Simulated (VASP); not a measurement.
BaTiO3: single point with r2SCAN

BaTiO3:

```
Ba Ti O
1.0
     2.83995    1.63964    2.33128
    -2.83995    1.63964    2.33128
     0.00000   -3.27929    2.33128
Ba Ti O
1 1 3
Direct
  0.00126 0.00126 0.00126
  0.51472 0.51472 0.51472
  0.48824 0.97865 0.48824
  0.48824 0.48824 0.97865
  0.97865 0.48824 0.48824
```

- Program: VASP 6.6.1
- Task: single point
- Functional: r2SCAN
- Potentials or basis: VASP PAW PBE potentials, release 64 (Ba_sv, Ti_sv, O_h)
- Cutoff: 1480 eV
- k mesh: 6 × 6 × 6
- Occupations: fermi-dirac, width 0.02 eV
- Spin: no spin polarisation
- Dipole correction: no
- Further INCAR settings: ALGO = Normal; EDIFF = 1e-06; NBANDS = 28

- Pressure: 1.8 GPa
- Largest force: 0.136 eV/Å
- Band gap on the k mesh: 2.86 eV (least direct gap 3.32 eV)

Forces on the atoms (eV/Å):
```
Ba   0.000  0.000 -0.035
Ti   0.000  0.000 -0.136
O   -0.051  0.029  0.057
O    0.000 -0.059  0.057
O    0.051  0.029  0.057
```

Stress tensor (GPa, compression positive):
```
1.84 0.00 0.00
0.00 1.84 0.00
0.00 0.00 1.73
```

Levels at points of the mesh, in eV from the valence-band top:
```tsv
k point	band 17	band 18	band 19	band 20	band 21	band 22	band 23	band 24
(0.00, 0.00, 0.00)	-1.07	-0.58	-0.46	-0.46	2.86	2.86	3.00	4.81
(0.50, 0.00, 0.00)	-1.68	-1.58	-1.00	-0.88	3.02	4.15	4.27	4.78
(0.50, 0.50, 0.00)	-1.65	-0.91	-0.86	-0.09	4.23	4.24	4.59	5.37
(0.50, 0.50, 0.50)	-2.35	-0.02	-0.02	0.00	4.67	4.85	4.85	7.18
```

Wall time 9.7 min on 1 thread of Intel(R) Xeon(R) Platinum 8488C (Sapphire Rapids), with other jobs on the host, peak memory 0.58 GiB.

Caveat: the PAW data sets were made with another functional, which shifts forces and pressure a little; spin-orbit coupling is left out, which moves the levels of the heavy elements. A k mesh can miss the band edges.
